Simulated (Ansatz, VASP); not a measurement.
# LiNbO3: VASP beside Ansatz

Contents of INCAR:

```
PREC     = Accurate       # precision mode
ENCUT    = 520            # plane-wave cutoff, eV
EDIFF    = 1E-6           # SCF threshold, eV
ISMEAR   = 0              # smearing method
SIGMA    = 0.05           # smearing width, eV
LREAL    = F              # projectors in reciprocal space
LASPH    = T              # aspherical terms in the spheres
NELM     = 60             # most SCF steps
ALGO     = Normal         # electronic algorithm
ISIF     = 2              # what is computed and relaxed
LWAVE    = F              # write WAVECAR
LCHARG   = F              # write CHGCAR
GGA      = PE             # functional
NBANDS   = 45             # bands
```

The input KPOINTS:

```
Automatic mesh
0
Gamma
  6 6 6
```

Contents of POSCAR:

```
LiNbO3
1.0
    2.6722716124      1.5428367348      4.3917893192
   -2.6722716124      1.5428367348      4.3917893192
    0.0000000000     -3.0856734694      4.3917893192
Li Nb O
2 2 6
Direct
    0.2500000000      0.2500000000      0.2500000000
    0.7500000000      0.7500000000      0.7500000000
    0.0000000000      0.0000000000      0.0000000000
    0.5000000000      0.5000000000      0.5000000000
    0.1399083177      0.3600916823      0.7500000000
    0.7500000000      0.1399083177      0.3600916823
    0.3600916823      0.7500000000      0.1399083177
    0.8600916823      0.6399083177      0.2500000000
    0.2500000000      0.8600916823      0.6399083177
    0.6399083177      0.2500000000      0.8600916823
```

Input for Ansatz:

```yaml
crystal:
  lattice:
    - [2.6722716124, 1.5428367348, 4.3917893192]
    - [-2.6722716124, 1.5428367348, 4.3917893192]
    - [0.0, -3.0856734694, 4.3917893192]
  atoms:
    - { symbol: Li, position: [0.25, 0.25, 0.25] }
    - { symbol: Li, position: [0.75, 0.75, 0.75] }
    - { symbol: Nb, position: [0.0, 0.0, 0.0] }
    - { symbol: Nb, position: [0.5, 0.5, 0.5] }
    - { symbol: O, position: [0.1399083177, 0.3600916823, 0.75] }
    - { symbol: O, position: [0.75, 0.1399083177, 0.3600916823] }
    - { symbol: O, position: [0.3600916823, 0.75, 0.1399083177] }
    - { symbol: O, position: [0.8600916823, 0.6399083177, 0.25] }
    - { symbol: O, position: [0.25, 0.8600916823, 0.6399083177] }
    - { symbol: O, position: [0.6399083177, 0.25, 0.8600916823] }
basis:
  ecutwfc: 520.0
kpoints:
  mp_grid: { grid: [6, 6, 6] }
hamiltonian:
  xc: pbe
  pseudopotentials: { kind: paw, azcp: { folder: soft_1 } }
scf:
  occupations: { method: gaussian, width: 0.05 }
output:
  forces: true
  stress: true
  eigenvalues: true
```

Alike in both runs: task single point; functional PBE; k mesh 6 × 6 × 6; occupations gaussian, width 0.05 eV; no spin polarisation.

|  | VASP | Ansatz |
| --- | --- | --- |
| version | VASP 6.6.1 | Ansatz 0.2.0 |
| potentials or method | VASP PAW PBE potentials, release 64 (Li_sv, Nb_sv, O), cutoff 520 eV | scalar-relativistic, plane waves, PAW |
| valence electrons in the cell | 68 | 68 |

|  | VASP | Ansatz | Ansatz less VASP |
| --- | --- | --- | --- |
| gap on the k mesh at the Fermi level (eV) | 2.50 | 2.52 | +0.020 |
| least direct gap on the mesh (eV) | 2.53 | 2.54 | +0.013 |
| rms of the force components (eV/Å) | 0.094 | 0.102 | +0.0075 |

Atom by atom the forces differ by 0.007 eV/Å (rms over components).

Noted on VASP's run: the cutoff is under 1.25 times that of the potentials, so the pressure is a little rough.
